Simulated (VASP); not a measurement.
Write the native input for VASP 6.6.1 that does the following.

```yaml
Task: single point
Functional: PBE
Potentials_or_basis: VASP PAW PBE potentials, release 64 (Sr_sv, O)
Cutoff: 520 eV
k_mesh: 14 × 14 × 14
Occupations: gaussian, width 0.02 eV
Spin: no spin polarisation
Dipole_correction: no
Further_INCAR_settings: ALGO = Normal; EDIFF = 1e-06; NBANDS = 15
```

The structure of SrO lies in POSCAR:

```
SrO
1.0
    0.0000000000      2.6166323862      2.6166323862
    2.6166323862      0.0000000000      2.6166323862
    2.6166323862      2.6166323862      0.0000000000
Sr O
1 1
Direct
    0.5000000000      0.5000000000      0.5000000000
    0.0000000000      0.0000000000      0.0000000000
```

One way to write it, as run:

INCAR

```
PREC = Accurate ; ENCUT = 520
EDIFF = 1E-6 ; ISMEAR = 0
SIGMA = 0.02 ; LREAL = False
LASPH = True ; NELM = 60
ALGO = Normal ; ISIF = 2
LWAVE = False ; LCHARG = False
GGA = PE ; NBANDS = 15
```

KPOINTS

```
regular mesh
0
Gamma
  14 14 14
```

Potentials or basis: VASP PAW PBE potentials, release 64 (Sr_sv, O).

Command:

```console
$ cat potpaw_PBE.64/Sr_sv/POTCAR potpaw_PBE.64/O/POTCAR > POTCAR
$ mpirun -np 1 vasp_std > vasp.out
```

It gave:

```json
{
 "Pressure": "-1.3 GPa",
 "Band gap on the k mesh": "3.29 eV, indirect (least direct gap 3.41 eV)"
}
```

It took 20 s on 1 thread of Intel(R) Xeon(R) 6975P-C (Granite Rapids) (shared host), peak memory 0.19 GiB.
